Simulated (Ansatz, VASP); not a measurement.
## ZnF2 in VASP and in Ansatz

```
CELL_PARAMETERS angstrom
4.56143 0.00000 0.00000
0.00000 4.56143 0.00000
0.00000 0.00000 3.03353
ATOMIC_POSITIONS crystal
Zn 0.50000 0.50000 0.50000
Zn 0.00000 0.00000 0.00000
F 0.69884 0.69884 0.00000
F 0.80116 0.19884 0.50000
F 0.30116 0.30116 0.00000
F 0.19884 0.80116 0.50000
```

Change from the starting cell: equal strain along all axes, cell held, atoms relaxed: -3.0 %.

Alike in both runs: functional r2SCAN; k mesh 6 × 6 × 8; occupations gaussian, width 0.02 eV; no spin polarisation.

Ansatz relaxed the structure, and its values are those at the end. VASP's run is a single point on that final structure, the one shown.

```csv
,VASP,Ansatz
version,VASP 6.6.1,Ansatz 0.2.0
potentials or method,"VASP PAW PBE potentials, release 64 (Zn, F), cutoff 660 eV","scalar-relativistic, plane waves, PAW"
valence electrons in the cell,52,52
```

Ansatz gave:

| Item | Value |
| --- | --- |
| gap on the k mesh at the Fermi level (eV) | 4.39 |
| least direct gap on the mesh (eV) | 4.39 |
| pressure (GPa) | 13.5 |
| rms of the force components (eV/Å) | 0.000 |

Q: Which values does VASP return?

A: gap on the k mesh at the Fermi level (eV): 4.33; least direct gap on the mesh (eV): 4.33; pressure (GPa): 14.4; rms of the force components (eV/Å): 0.005.

VASP's potentials were made for PBE, not for r2SCAN. The functional is the same, so the differences come from potentials, cutoffs and numerics. Ansatz's warnings: stress scf threshold loose.
